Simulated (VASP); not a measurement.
Set up this calculation in VASP 6.6.1, as the native input.

- Task: relaxation of cell and atoms
- Functional: revPBE
- Dispersion: D4
- Potentials or basis: VASP PAW PBE potentials, release 64 (Au)
- Cutoff: 600 eV
- k mesh: 10 × 10 × 10
- Occupations: fermi-dirac, width 0.05 eV
- Spin: no spin polarisation
- Dipole correction: no
- Further INCAR settings: ALGO = Normal; EDIFF = 1e-06; IBRION = 2; EDIFFG = -0.01; NSW = 60; ISIF = 3

The structure of Au lies in POSCAR:

```
Au
1.0
    2.7484100000      0.0000000000      0.0000000000
    0.0000000000      2.7484100000      0.0000000000
    0.0000000000      0.0000000000      2.7484100000
Au
1
Direct
    0.5000000000      0.5000000000      0.5000000000
```

This isn't the form of Au at room conditions, which is fcc.

These files were run (other wordings do the same):

INCAR

```
SYSTEM = Au
PREC = Accurate ; ENCUT = 600
EDIFF = 1E-6 ; ISMEAR = -1
SIGMA = 0.05 ; LREAL = .False.
LASPH = .True. ; NELM = 100
ALGO = Normal ; ISIF = 3
LWAVE = .False. ; LCHARG = .False.
GGA = RE ; IVDW = 13
IBRION = 2 ; NSW = 60
EDIFFG = -0.01
```

KPOINTS

```
Automatic mesh
0
Gamma
  10 10 10
  0 0 0
```

Potentials or basis: VASP PAW PBE potentials, release 64 (Au).

Command:

```console
$ cat potpaw_PBE.64/Au/POTCAR > POTCAR
$ mpirun -np 1 vasp_std > vasp.out
```

Results of the run:

```yaml
Relaxed_volume: 19.93 Å³/atom
Relaxed_cell: a = 2.711 Å, b = 2.711 Å, c = 2.711 Å, α = 90.00°, β = 90.00°, γ = 90.00°
Space_group_after_relaxing_to_0.1_Å: Pm-3m (No. 221)
Energy_gained_by_relaxing: 11.9 meV/atom
Ionic_steps: 3
Pressure_after_relaxing: 0.0 GPa
Band_gap_on_the_k_mesh: zero (an odd number of electrons rules out a gap without spin polarisation)
Dispersion_energy_per_atom: -0.981 eV
```

Caveat: the PAW data sets were made with another functional, which shifts forces and pressure a little; spin-orbit coupling is left out, which moves the levels of the heavy elements.

Run time: 31 s on 1 thread of Intel Xeon 8259CL, on a shared host, peak memory 0.16 GiB.
